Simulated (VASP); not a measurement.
# Rh (Cmce) in VASP: notebook

The runs below take Rh through single point, with r2SCAN.

Program: VASP 6.6.1. These are calculated values, not measurements. Logs are shortened: lines on timing, memory, paths and dates and some standing lists are left out, and cuts for length are marked.

## Step 1: The cell of the first run

It takes space group Cmce (No. 64, orthorhombic). The conventional cell has a = 5.064 Å, b = 3.347 Å, c = 6.826 Å, α = 90.00°, β = 90.00°, γ = 90.00°. Rh (site symmetry m) has 3 Rh at 1.89 to 2.47 Å within 2.5 Å.

## Step 2: Single point, r2SCAN

Input file POSCAR:

```
Rh
1.0
    2.5318422918     -1.6733540715      0.0000000000
    2.5318422918      1.6733540715      0.0000000000
    0.0000000000      0.0000000000      6.8260282876
Rh
4
Direct
    0.8500000000      0.1500000000      0.1170000000
    0.6500000000      0.3500000000      0.6170000000
    0.1500000000      0.8500000000      0.8830000000
    0.3500000000      0.6500000000      0.3830000000
```

Input file INCAR.step1:

```
SYSTEM = Rh
PREC = Accurate
ENCUT = 520
ISMEAR = 0
SIGMA = 0.1
LREAL = .FALSE.
LASPH = .TRUE.
NELM = 100
NBANDS = 38
GGA = PE
ALGO = Normal
EDIFF = 1E-4
LWAVE = .TRUE.
LCHARG = .FALSE.
```

Input file INCAR.step2:

```
SYSTEM = Rh
PREC = Accurate
ENCUT = 520
EDIFF = 1E-7
ISMEAR = 0
SIGMA = 0.1
LREAL = .FALSE.
LASPH = .TRUE.
NELM = 100
ALGO = Normal
ISIF = 2
LWAVE = .FALSE.
LCHARG = .FALSE.
METAGGA = R2SCAN
LMIXTAU = .TRUE.
NBANDS = 38
ISTART = 1
```

Input file KPOINTS:

```
Automatic mesh
0
G
  6 6 4
  0 0 0
```

Potentials or basis: VASP PAW PBE potentials, release 64 (Rh_pv).

The run is started by

```
$ cat potpaw_PBE.64/Rh_pv/POTCAR > POTCAR
$ cp INCAR.step1 INCAR
$ mpirun -np 1 vasp_std > vasp.out
$ cp INCAR.step2 INCAR
$ mpirun -np 1 vasp_std > vasp.out
```

OUTCAR:

```text
SYSTEM = Rh
   PREC = Accurate
   ENCUT = 520
   EDIFF = 1E-7
   ISMEAR = 0
   LREAL = .FALSE.
   LASPH = .TRUE.
   NELM = 100
   ISIF = 2
   METAGGA = R2SCAN
   ISTART = 1

 ion  position               nearest neighbor table
   1  0.850  0.150  0.117-   3 1.89   4 2.47   4 2.47   3 2.84   3 3.07   3 3.07   4 3.12   4 3.12

   2  0.650  0.350  0.617-   4 1.89   3 2.47   3 2.47   4 2.84   4 3.07   4 3.07   3 3.12   3 3.12

   3  0.150  0.850  0.883-   1 1.89   2 2.47   2 2.47   1 2.84   1 3.07   1 3.07   2 3.12   2 3.12

   4  0.350  0.650  0.383-   2 1.89   1 2.47   1 2.47   2 2.84   2 3.07   2 3.07   1 3.12   1 3.12

  LATTYP: Found a base centered orthorhombic cell.
 ALAT       =     3.3467081430
 B/A-ratio  =     1.5130344109
 C/A-ratio  =     2.0396246090

  Lattice vectors:

 A1 = (  -2.5318422918,  -1.6733540715,   0.0000000000)
 A2 = (   2.5318422918,  -1.6733540715,   0.0000000000)
 A3 = (   0.0000000000,   0.0000000000,   6.8260282876)

Analysis of symmetry for initial positions (statically):
=====================================================================
 Subroutine PRICEL returns:
 Original cell was already a primitive cell.

 Routine SETGRP: Setting up the symmetry group for a
 base centered orthorhombic supercell.

 Subroutine GETGRP returns: Found  8 space group operations
 (whereof  4 operations were pure point group operations)
 out of a pool of  8 trial point group operations.

The static configuration has the point symmetry C_2h.
 The point group associated with its full space group is D_2h.

Analysis of symmetry for dynamics (positions and initial velocities):
=====================================================================
 Subroutine PRICEL returns:
 Original cell was already a primitive cell.

 Routine SETGRP: Setting up the symmetry group for a
 base centered orthorhombic supercell.

 Subroutine GETGRP returns: Found  8 space group operations
 (whereof  4 operations were pure point group operations)
 out of a pool of  8 trial point group operations.

The dynamic configuration has the point symmetry C_2h.
 The point group associated with its full space group is D_2h.

 Subroutine INISYM returns: Found  8 space group operations
 (whereof  4 operations are pure point group operations),
 and found     1 'primitive' translations

----------------------------------------------------------------------------------------

[... 90 lines left out ...]
   ISPIN  =      1    spin polarized calculation?
   LNONCOLLINEAR =      F non collinear calculations
   LSORBIT =      F    spin-orbit coupling
   LASPH  =      T    aspherical Exc in radial PAW
   ENCUT  =  520.0 eV  38.22 Ry    6.18 a.u.   5.64  5.64 12.69*2*pi/ulx,y,z
   NELM   =    100;   NELMIN=  2; NELMDL=  0     # of ELM steps
   EDIFF  = 0.1E-06   stopping-criterion for ELM
   LREAL  =      F    real-space projection
   EDIFFG = 0.1E-05   stopping-criterion for IOM
   NSW    =      0    number of steps for IOM
   IBRION =     -1    ionic relax: 0-MD 1-quasi-New 2-CG
   NFREE  =      0    steps in history (QN), initial steepest desc. (CG)
   ISIF   =      2    stress and relaxation
   ISYM   =      2    0-nonsym 1-usesym 2-fastsym
   POTIM  = 0.5000    time-step for ionic-motion
   TEBEG  =    0.0;   TEEND  =   0.0 temperature during run
   PSTRESS=    0.0 pullay stress
   NELECT =      60.0000    total number of electrons
   NUPDOWN=      -1.0000    fix difference up-down
   EMIN   =  10.00;   EMAX   =-10.00  energy-range for DOS
   EFERMI =   0.00;   METHOD = LEGACY
   ISMEAR =     0;   SIGMA  =   0.10  broadening in eV -4-tet -1-fermi 0-gaus
   EFERMI_NEDOS =   21; number of points for ismear=-14 and -15
   IALGO  =     38    algorithm
   IMIX   =      4    mixing-type and parameters
     AMIX     =   0.40;   BMIX     =  1.00
     AMIX_MAG =   1.60;   BMIX_MAG =  1.00
  volume/ion in A,a.u.               =      14.46        97.58
  Fermi-wavevector in a.u.,A,eV,Ry     =   1.657236  3.131722 37.367470  2.746432
  Thomas-Fermi vector in A             =   2.745024
   LORBIT       =      0    0 simple, 1 ext, 2 COOP (PROOUT), +10 PAW based schemes
   METAGGA = R2SCAN    functional components
   LHFCALC =     F    Hartree Fock is set to
   AEXX    =    0.0000 exact exchange contribution
   IVDW    =     0    specifies the selected vdW correction
   LEPSILON=     F    determine dielectric tensor
   LRPA    =     F    only Hartree local field effects (RPA)
 non-spin polarized calculation
 Gauss-broadening in eV      SIGMA  =   0.10
  energy-cutoff  :      520.00
  volume of cell :       57.84
 maximum number of plane-waves:      1583
 NGX is ok and might be reduce to    24
   NGX = 11   NGY = 11   NGZ = 25

 number of electron      60.0000004 magnetization

 Free energy of the ion-electron system (eV)
  ---------------------------------------------------
  ext. energy  EPLUGINS =         0.00000000
  ---------------------------------------------------
  free energy    TOTEN  =       -87.30860774 eV

  energy without entropy =      -87.27167559  energy(sigma->0) =      -87.29014166

 E-fermi :  11.4666     XC(G=0): -14.5790

 val. band max:       11.4663523988   @ k =   0.1667   0.0000   0.5000
 cond. band min:      11.4692009197   @ k =   0.0000   0.0000   0.5000
 fundamental gap:      0.0028485209
 Fermi energy:        11.4665755493

 k-point     1 :       0.0000    0.0000    0.0000
  band No.  band energies     occupation
      1     -40.3303      2.00000
      2     -40.1059      2.00000
      3     -37.2564      2.00000
      4     -37.1928      2.00000
      5     -37.1856      2.00000
      6     -37.1462      2.00000
[... 973 lines left out ...]
     37      18.1155      0.00000
     38      19.4453      0.00000

 [... further k-points ...]
[... 5 lines left out ...]
  --------------------------------------------------------------------------------------
  -------------------------------------------------------------------------------------
  Total       -4.3995880     22.9554146     52.1998054      0.0000000     -0.0000000      0.0000000
  in kB     -121.8709005    635.8770477   1445.9620415      0.0000000     -0.0000000      0.0000000
  external PRESSURE =     653.3227296 kB  Pullay stress =       0.0000000 kB

 VOLUME and BASIS-vectors are now :
 -----------------------------------------------------------------------------
  energy-cutoff  :      520.00
  volume of cell :       57.84
      direct lattice vectors                 reciprocal lattice vectors
     2.531842292 -1.673354071  0.000000000     0.197484654 -0.298801078  0.000000000
     2.531842292  1.673354071  0.000000000     0.197484654  0.298801078  0.000000000
     0.000000000  0.000000000  6.826028288     0.000000000  0.000000000  0.146498074

 POSITION                                       TOTAL-FORCE (eV/Angst)
 -----------------------------------------------------------------------------------
      2.53184     -1.17135      0.79865         0.000000      8.757394     12.712545
      2.53184     -0.50201      4.21166         0.000000     -8.757394     12.712545
      2.53184      1.17135      6.02738         0.000000     -8.757394    -12.712545
      2.53184      0.50201      2.61437         0.000000      8.757394    -12.712545
 -----------------------------------------------------------------------------------
    total drift:                               -0.000000      0.000000     -0.000000

  FREE ENERGIE OF THE ION-ELECTRON SYSTEM (eV)
  ---------------------------------------------------
  free  energy   TOTEN  =       -87.3086077367 eV

  energy  without entropy=      -87.2716755861  energy(sigma->0) =      -87.29014166
```

OUTCAR.step1:

```text
SYSTEM = Rh
   PREC = Accurate
   ENCUT = 520
   ISMEAR = 0
   LREAL = .FALSE.
   LASPH = .TRUE.
   NELM = 100
[... 1219 lines left out ...]
      2.53184     -0.50201      4.21166         0.000000     -8.924258     12.865916
      2.53184      1.17135      6.02738         0.000000     -8.924258    -12.865916
      2.53184      0.50201      2.61437         0.000000      8.924258    -12.865916
 -----------------------------------------------------------------------------------
    total drift:                               -0.000000      0.000000     -0.000000

  FREE ENERGIE OF THE ION-ELECTRON SYSTEM (eV)
  ---------------------------------------------------
  free  energy   TOTEN  =       -19.6020295848 eV

  energy  without entropy=      -19.5632857883  energy(sigma->0) =      -19.58265769
```

It took 3.5 min on 1 thread of AMD EPYC 7R13 (Zen 3), shared host; peak memory 0.18 GiB.

What came out:

```yaml
Free_energy: -87.3086 eV
Pressure: 65.3 GPa
Largest_force: 15.437 eV/Å
Band_gap_on_the_k_mesh: zero (band 30 reaches 12.39 eV, above the bottom of band 31 at 11.04 eV)
```

Forces on the atoms (eV/Å):
```
Rh    0.000   8.757  12.713
Rh    0.000  -8.757  12.713
Rh    0.000  -8.757 -12.713
Rh    0.000   8.757 -12.713
```

Stress tensor (GPa, compression positive):
```
-12.19   0.00   0.00
  0.00  63.59   0.00
  0.00   0.00 144.60
```

Caveat: the k points lie up to 0.38 Å⁻¹ apart; the PAW data sets were made with another functional, which shifts forces and pressure a little.

## Step 3: Single point, r2SCAN

This run uses another cell than the first one, of 14.41 Å³/atom, 0.997 times its volume.

Input file POSCAR:

```
Rh
1.0
    1.5086482983     -4.7857423362      0.0000000000
    1.5086482983      4.7857423362      0.0000000000
    0.0000000000      0.0000000000      3.9926764633
Rh
4
Direct
    0.0980000000      0.9020000000      0.9100000000
    0.5980000000      0.4020000000      0.5900000000
    0.9020000000      0.0980000000      0.0900000000
    0.4020000000      0.5980000000      0.4100000000
```

Input file INCAR.step1:

```
SYSTEM = Rh
  ALGO = Normal
  EDIFF = 1E-4
  ENCUT = 520
  GGA = PE
  ISMEAR = 0
  LASPH = .TRUE.
  LCHARG = .FALSE.
  LREAL = .FALSE.
  LWAVE = .TRUE.
  NBANDS = 38
  NELM = 60
  PREC = Accurate
  SIGMA = 0.1
```

Input file INCAR.step2:

```
SYSTEM = Rh
  ALGO = Normal
  EDIFF = 1E-7
  ENCUT = 520
  ISIF = 2
  ISMEAR = 0
  ISTART = 1
  LASPH = .TRUE.
  LCHARG = .FALSE.
  LMIXTAU = .TRUE.
  LREAL = .FALSE.
  LWAVE = .FALSE.
  METAGGA = R2SCAN
  NBANDS = 38
  NELM = 60
  PREC = Accurate
  SIGMA = 0.1
```

Input file KPOINTS:

```
k-points
0
G
  6 6 4
  0 0 0
```

Potentials or basis: VASP PAW PBE potentials, release 64 (Rh_pv).

The run is started by

```
$ cat potpaw_PBE.64/Rh_pv/POTCAR > POTCAR
$ cp INCAR.step1 INCAR
$ mpirun -np 1 vasp_std > vasp.out
$ cp INCAR.step2 INCAR
$ mpirun -np 1 vasp_std > vasp.out
```

Run time: 3.1 min. Hardware: 1 thread of Intel Xeon Platinum 8559C (Emerald Rapids), shared host; peak memory 0.25 GiB.

It converged, with:

* Free energy: -79.2828 eV
* Pressure: 158.8 GPa
* Largest force: 19.030 eV/Å
* Band gap on the k mesh: zero (band 30 reaches 12.46 eV, above the bottom of band 31 at 12.15 eV)

Forces on the atoms (eV/Å):
```
Rh    0.000 -12.965  13.930
Rh    0.000 -12.965 -13.930
Rh    0.000  12.965 -13.930
Rh    0.000  12.965  13.930
```

Stress tensor (GPa, compression positive):
```
203.07   0.00   0.00
  0.00 119.19   0.00
  0.00   0.00 154.06
```

Levels at points of the mesh, in eV from the Fermi level:
| k point | band 28 | band 29 | band 30 | band 31 | band 32 | band 33 |
| --- | --- | --- | --- | --- | --- | --- |
| (0.00, 0.00, 0.00) | -1.27 | -0.36 | 0.18 | 0.27 | 1.56 | 2.02 |
| (0.50, 0.00, 0.00) | -2.24 | -0.48 | -0.48 | 0.34 | 0.34 | 0.62 |
| (0.50, 0.50, 0.00) | -0.62 | -0.21 | 0.07 | 0.60 | 1.81 | 1.85 |
| (0.00, 0.00, 0.50) | -0.95 | -0.93 | -0.93 | 0.63 | 0.63 | 0.77 |
| (0.50, 0.00, 0.50) | -2.30 | 0.25 | 0.25 | 0.26 | 0.26 | 1.81 |
| (0.50, 0.50, 0.50) | -1.05 | -0.57 | -0.57 | 0.55 | 0.55 | 0.68 |

Caveat: the k points lie up to 0.39 Å⁻¹ apart; the PAW data sets were made with another functional, which shifts forces and pressure a little.
